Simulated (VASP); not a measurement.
CdTe, 2 atoms in the cell. It takes space group F-43m (No. 216, cubic). The conventional cell has a = 6.556 Å, b = 6.556 Å, c = 6.556 Å, α = 90.00°, β = 90.00°, γ = 90.00°. Cd (site symmetry -43m) has 4 Te at 2.84 Å within 3.7 Å. Te (site symmetry -43m) has 4 Cd at 2.84 Å within 3.7 Å. 

- Program: VASP 6.6.1
- Task: relaxation of cell and atoms
- Functional: r2SCAN
- Potentials or basis: VASP PAW PBE potentials, release 64 (Cd, Te)
- Cutoff: 600 eV
- k mesh: 8 × 8 × 8
- Occupations: gaussian, width 0.01 eV
- Spin: no spin polarisation
- Target pressure: 7 GPa
- Dipole correction: no
- Further INCAR settings: ALGO = Normal; EDIFF = 1e-06; IBRION = 2; EDIFFG = -0.002; NSW = 100; ISIF = 3

Potentials or basis: VASP PAW PBE potentials, release 64 (Cd, Te).

Command:

```bash
$ cat potpaw_PBE.64/Cd/POTCAR potpaw_PBE.64/Te/POTCAR > POTCAR
$ cp INCAR.step1 INCAR
$ mpirun -np 1 vasp_std > vasp.out
$ cp INCAR.step2 INCAR
$ mpirun -np 1 vasp_std > vasp.out
```

Hardware: 1 thread of AMD EPYC 9R45 96-Core Processor (Zen 5) (shared host).

Q: Estimate the wall time of this run.

A: It took 8.2 min on 1 thread of AMD EPYC 9R45 96-Core Processor (Zen 5), on a shared host, peak memory 0.25 GiB. Counts: k points 29, ion steps 6.
